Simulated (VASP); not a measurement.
# MgS (I-4m2) in VASP: further runs

MgS is run at these levels: r2SCAN, HSE06; tasks: single point.

Program: VASP 6.6.1. These are calculated values, not measurements. Logs are shortened: lines on timing, memory, paths and dates and some standing lists are left out, and cuts for length are marked.

## (1) The cell of the first run

It takes space group I-4m2 (No. 119, tetragonal). Conventional cell: a = 4.238 Å, b = 4.238 Å, c = 5.129 Å, α = 90.00°, β = 90.00°, γ = 90.00°. Mg (site symmetry -4m2) has 4 S at 2.48 Å within 3.3 Å. S (site symmetry -4m2) has 4 Mg at 2.48 Å within 3.3 Å.

## (2) Single point, r2SCAN (epitaxial xy strain +5.8%)

The input, POSCAR:

```
MgS
1.0
    0.0000000000      2.9964831363      2.5644749933
    2.9964831363      0.0000000000      2.5644749933
    2.9964831363      2.9964831363      0.0000000000
Mg S
1 1
Direct
    0.0000000000      0.0000000000      0.0000000000
    0.2500000000      0.2500000000      0.2500000000
```

The input, INCAR.step1:

```
PREC = Accurate
ENCUT = 520
ISMEAR = 0
SIGMA = 0.01
LREAL = F
LASPH = T
NELM = 80
NBANDS = 11
GGA = PE
ALGO = Normal
EDIFF = 1E-4
LWAVE = T
LCHARG = F
```

The input, INCAR.step2:

```
PREC = Accurate
ENCUT = 520
EDIFF = 1E-7
ISMEAR = 0
SIGMA = 0.01
LREAL = F
LASPH = T
NELM = 80
ALGO = Normal
ISIF = 2
LWAVE = F
LCHARG = T
METAGGA = R2SCAN
LMIXTAU = T
LELF = T
LVHAR = T
NBANDS = 11
ISTART = 1
```

The input, KPOINTS:

```
Automatic mesh
0
Gamma
  8 8 8
```

Potentials or basis: VASP PAW PBE potentials, release 64 (Mg, S).

Started as:

```bash
cat potpaw_PBE.64/Mg/POTCAR potpaw_PBE.64/S/POTCAR > POTCAR
cp INCAR.step1 INCAR
mpirun -np 1 vasp_std > vasp.out
cp INCAR.step2 INCAR
mpirun -np 1 vasp_std > vasp.out
```

OUTCAR:

```text
PREC = Accurate
   ENCUT = 520
   EDIFF = 1E-7
   ISMEAR = 0
   LREAL = F
   LASPH = T
   NELM = 80
   ISIF = 2
   METAGGA = R2SCAN
   ISTART = 1

 ion  position               nearest neighbor table
   1  0.000  0.000  0.000-   2 2.48   2 2.48   2 2.48   2 2.48
   2  0.250  0.250  0.250-   1 2.48   1 2.48   1 2.48   1 2.48

  LATTYP: Found a body centered tetragonal cell.
 ALAT       =     4.2376670908
 C/A-ratio  =     1.2103239534

  Lattice vectors:

 A1 = (   0.0000000000,  -2.9964831363,  -2.5644749933)
 A2 = (   0.0000000000,   2.9964831363,  -2.5644749933)
 A3 = (   2.9964831363,   0.0000000000,   2.5644749933)

Analysis of symmetry for initial positions (statically):
=====================================================================
 Subroutine PRICEL returns:
 Original cell was already a primitive cell.

 Routine SETGRP: Setting up the symmetry group for a
 body centered tetragonal supercell.

 Subroutine GETGRP returns: Found  8 space group operations
 (whereof  8 operations were pure point group operations)
 out of a pool of 16 trial point group operations.

The static configuration has the point symmetry D_2d.

Analysis of symmetry for dynamics (positions and initial velocities):
=====================================================================
 Subroutine PRICEL returns:
 Original cell was already a primitive cell.

 Routine SETGRP: Setting up the symmetry group for a
 body centered tetragonal supercell.

 Subroutine GETGRP returns: Found  8 space group operations
 (whereof  8 operations were pure point group operations)
 out of a pool of 16 trial point group operations.

The dynamic configuration has the point symmetry D_2d.

 Subroutine INISYM returns: Found  8 space group operations
 (whereof  8 operations are pure point group operations),
 and found     1 'primitive' translations

----------------------------------------------------------------------------------------

                                     Primitive cell

  volume of cell :      46.0524

  direct lattice vectors                    reciprocal lattice vectors
     0.000000000  2.996483136  2.564474993    -0.166862277  0.166862277  0.194971681
     2.996483136  0.000000000  2.564474993     0.166862277 -0.166862277  0.194971681
     2.996483136  2.996483136  0.000000000     0.166862277  0.166862277 -0.194971681

  length of vectors
     3.944038942  3.944038942  4.237667091     0.306104550  0.306104550  0.306104550

  position of ions in fractional coordinates (direct lattice)
     0.000000000  0.000000000  0.000000000
     0.250000000  0.250000000  0.250000000

  ion indices of the primitive-cell ions
   primitive index   ion index
                 1           1
                 2           2

----------------------------------------------------------------------------------------

 KPOINTS: Automatic mesh

Automatic generation of k-mesh.
 Grid dimensions read from file:
 generate k-points for:    8    8    8

 Generating k-lattice:

  Cartesian coordinates                     Fractional coordinates (reciprocal lattice)
    -0.020857785  0.020857785  0.024371460     0.125000000  0.000000000  0.000000000
     0.020857785 -0.020857785  0.024371460     0.000000000  0.125000000  0.000000000
     0.020857785  0.020857785 -0.024371460     0.000000000  0.000000000  0.125000000

  Length of vectors
     0.038263069  0.038263069  0.038263069

  Shift w.r.t. Gamma in fractional coordinates (k-lattice)
     0.000000000  0.000000000  0.000000000

 Subroutine IBZKPT returns following result:
 ===========================================

 Found     59 irreducible k-points:

 Following reciprocal coordinates:
            Coordinates               Weight
  0.000000  0.000000  0.000000      1.000000
  0.125000  0.000000  0.000000      8.000000
  0.250000  0.000000  0.000000      8.000000
  0.375000 -0.000000  0.000000      8.000000
  0.500000  0.000000  0.000000      4.000000
  0.125000  0.125000  0.000000      2.000000
[... 16 lines left out ...]
  0.250000 -0.000000  0.125000     16.000000
  0.375000 -0.000000  0.125000     16.000000
 [... further k-points ...]
   k-points           NKPTS =     59   k-points in BZ     NKDIM =     59   number of bands    NBANDS=     11
   number of dos      NEDOS =    301   number of ions     NIONS =      2
   total plane-waves  NPLWV =  28800
   dimension x,y,z NGX =    30 NGY =   30 NGZ =   32
   dimension x,y,z NGXF=    60 NGYF=   60 NGZF=   64
   ions per type =               1   1
   NGX,Y,Z   is equivalent  to a cutoff of  12.65, 12.65, 12.55 a.u.
   NGXF,Y,Z  is equivalent  to a cutoff of  25.29, 25.29, 25.11 a.u.
 SYSTEM =  unknown system
   PREC   = accura    normal or accurate (medium, high low for compatibility)
   ISTART =      1    job   : 0-new  1-cont  2-samecut
   ICHARG =      0    charge: 1-file 2-atom 10-const
   ISPIN  =      1    spin polarized calculation?
   LNONCOLLINEAR =      F non collinear calculations
   LSORBIT =      F    spin-orbit coupling
   LASPH  =      T    aspherical Exc in radial PAW
   ENCUT  =  520.0 eV  38.22 Ry    6.18 a.u.   7.33  7.33  7.88*2*pi/ulx,y,z
   NELM   =     80;   NELMIN=  2; NELMDL=  0     # of ELM steps
   EDIFF  = 0.1E-06   stopping-criterion for ELM
   LREAL  =      F    real-space projection
   EDIFFG = 0.1E-05   stopping-criterion for IOM
   NSW    =      0    number of steps for IOM
   IBRION =     -1    ionic relax: 0-MD 1-quasi-New 2-CG
   NFREE  =      0    steps in history (QN), initial steepest desc. (CG)
   ISIF   =      2    stress and relaxation
   ISYM   =      2    0-nonsym 1-usesym 2-fastsym
   POTIM  = 0.5000    time-step for ionic-motion
   TEBEG  =    0.0;   TEEND  =   0.0 temperature during run
   PSTRESS=    0.0 pullay stress
   NELECT =       8.0000    total number of electrons
   NUPDOWN=      -1.0000    fix difference up-down
   EMIN   =  10.00;   EMAX   =-10.00  energy-range for DOS
   EFERMI =   0.00;   METHOD = LEGACY
   ISMEAR =     0;   SIGMA  =   0.01  broadening in eV -4-tet -1-fermi 0-gaus
   EFERMI_NEDOS =   21; number of points for ismear=-14 and -15
   IALGO  =     38    algorithm
   IMIX   =      4    mixing-type and parameters
     AMIX     =   0.40;   BMIX     =  1.00
     AMIX_MAG =   1.60;   BMIX_MAG =  1.00
  volume/ion in A,a.u.               =      23.03       155.39
  Fermi-wavevector in a.u.,A,eV,Ry     =   0.913456  1.726181 11.352717  0.834401
  Thomas-Fermi vector in A             =   2.037969
   LORBIT       =      0    0 simple, 1 ext, 2 COOP (PROOUT), +10 PAW based schemes
   METAGGA = R2SCAN    functional components
   LHFCALC =     F    Hartree Fock is set to
   AEXX    =    0.0000 exact exchange contribution
   IVDW    =     0    specifies the selected vdW correction
   LEPSILON=     F    determine dielectric tensor
   LRPA    =     F    only Hartree local field effects (RPA)
 non-spin polarized calculation
 Gauss-broadening in eV      SIGMA  =   0.01
  energy-cutoff  :      520.00
  volume of cell :       46.05
 maximum number of plane-waves:      1265
 NGX is ok and might be reduce to    30
   NGX = 15   NGY = 15   NGZ = 15

 number of electron       8.0000001 magnetization

 Free energy of the ion-electron system (eV)
  ---------------------------------------------------
  ext. energy  EPLUGINS =         0.00000000
  ---------------------------------------------------
  free energy    TOTEN  =       -15.40605723 eV

  energy without entropy =      -15.40605723  energy(sigma->0) =      -15.40605723

 E-fermi :   1.0306     XC(G=0):  -8.7309

 val. band max:        0.9357734327   @ k =   0.0000   0.0000   0.0000
 cond. band min:       4.6918481704   @ k =   0.0000   0.0000   0.0000
 fundamental gap:      3.7560747377
 Fermi energy:         1.0306366084

 k-point     1 :       0.0000    0.0000    0.0000
  band No.  band energies     occupation
      1     -10.9715      2.00000
      2       0.6313      2.00000
      3       0.6314      2.00000
      4       0.9358      2.00000
      5       4.6918      0.00000
      6       9.3348      0.00000
      7       9.3349      0.00000
      8       9.4305      0.00000
      9      10.9001      0.00000
     10      12.7695      0.00000
     11      14.2485      0.00000

 k-point     2 :       0.1250    0.0000    0.0000
  band No.  band energies     occupation
      1     -10.8830      2.00000
      2       0.0654      2.00000
      3       0.5357      2.00000
      4       0.8225      2.00000
      5       5.3455      0.00000
      6       9.0491      0.00000
      7       9.3671      0.00000
      8       9.6563      0.00000
      9      10.7898      0.00000
     10      12.0619      0.00000
     11      14.9549      0.00000

 k-point     3 :       0.2500    0.0000    0.0000
  band No.  band energies     occupation
      1     -10.6545      2.00000
      2      -1.0871      2.00000
      3       0.3222      2.00000
      4       0.7612      2.00000
      5       6.1953      0.00000
      6       8.8566      0.00000
      7       8.8988      0.00000
      8      10.2135      0.00000
      9      11.7012      0.00000
     10      11.7087      0.00000
     11      14.4613      0.00000
[... 267 lines left out ...]
 k-point    23 :       0.2500   -0.0000    0.1250
  band No.  band energies     occupation
      1     -10.6927      2.00000
      2      -0.8035      2.00000
      3       0.3351      2.00000
      4       0.6025      2.00000
      5       6.2980      0.00000
      6       8.5097      0.00000
      7       8.9983      0.00000
      8      10.0538      0.00000
      9      10.9567      0.00000
     10      12.3526      0.00000
     11      15.5808      0.00000

 k-point    24 :       0.3750   -0.0000    0.1250
  band No.  band energies     occupation
      1     -10.4451      2.00000
      2      -1.6903      2.00000
      3       0.0237      2.00000
      4       0.5145      2.00000
      5       6.7565      0.00000
      6       8.0761      0.00000
      7       9.1667      0.00000
      8      10.3559      0.00000
      9      12.3142      0.00000
     10      13.1693      0.00000
     11      15.1760      0.00000

 [... further k-points ...]

------------------------ aborting loop because EDIFF is reached ----------------------------------------

  FORCE on cell =-STRESS in cart. coord.  units (eV):
  Direction    XX          YY          ZZ          XY          YZ          ZX
  --------------------------------------------------------------------------------------
  -------------------------------------------------------------------------------------
  Total       -0.7557041     -0.7557041     -0.0614305      0.0000000     -0.0000000      0.0000000
  in kB      -26.2911892    -26.2911892     -2.1371868      0.0000000     -0.0000000      0.0000000
  external PRESSURE =     -18.2398550 kB  Pullay stress =       0.0000000 kB

 VOLUME and BASIS-vectors are now :
 -----------------------------------------------------------------------------
  energy-cutoff  :      520.00
  volume of cell :       46.05
      direct lattice vectors                 reciprocal lattice vectors
     0.000000000  2.996483136  2.564474993    -0.166862277  0.166862277  0.194971681
     2.996483136  0.000000000  2.564474993     0.166862277 -0.166862277  0.194971681
     2.996483136  2.996483136  0.000000000     0.166862277  0.166862277 -0.194971681

 POSITION                                       TOTAL-FORCE (eV/Angst)
 -----------------------------------------------------------------------------------
      0.00000      0.00000      0.00000        -0.000000     -0.000000     -0.000000
      1.49824      1.49824      1.28224         0.000000      0.000000      0.000000
 -----------------------------------------------------------------------------------
    total drift:                               -0.000595     -0.000595     -0.000440

  FREE ENERGIE OF THE ION-ELECTRON SYSTEM (eV)
  ---------------------------------------------------
  free  energy   TOTEN  =       -15.4060572345 eV

  energy  without entropy=      -15.4060572345  energy(sigma->0) =      -15.40605723
```

It took 95 s on 1 thread of Intel Xeon Platinum 8488C (Sapphire Rapids), shared host; peak memory 0.19 GiB.

Results:

| Item | Value |
| --- | --- |
| Free energy | -15.4061 eV |
| Pressure | -1.8 GPa |
| Band gap on the k mesh | 3.76 eV |

Stress tensor (GPa, compression positive):
```
-2.63  0.00  0.00
 0.00 -2.63  0.00
 0.00  0.00 -0.21
```

Levels at points of the mesh, in eV from the valence-band top:
| k point | band 1 | band 2 | band 3 | band 4 | band 5 | band 6 | band 7 | band 8 |
| --- | --- | --- | --- | --- | --- | --- | --- | --- |
| (0.00, 0.00, 0.00) | -11.91 | -0.30 | -0.30 | 0.00 | 3.76 | 8.40 | 8.40 | 8.49 |
| (0.50, 0.00, 0.00) | -11.22 | -3.31 | -0.88 | -0.24 | 5.22 | 7.27 | 9.07 | 9.17 |
| (0.50, 0.50, 0.00) | -10.86 | -2.49 | -1.71 | -1.71 | 3.99 | 5.20 | 12.42 | 12.42 |
| (0.50, 0.00, 0.50) | -11.08 | -3.23 | -1.01 | -0.94 | 4.30 | 6.45 | 10.90 | 11.60 |

Caveat: the cell differs from its parent crystal (epitaxial xy strain +5.8%); the PAW data sets were made with another functional, which shifts forces and pressure a little. A k mesh can miss the band edges.

[end of part 1 of 2]
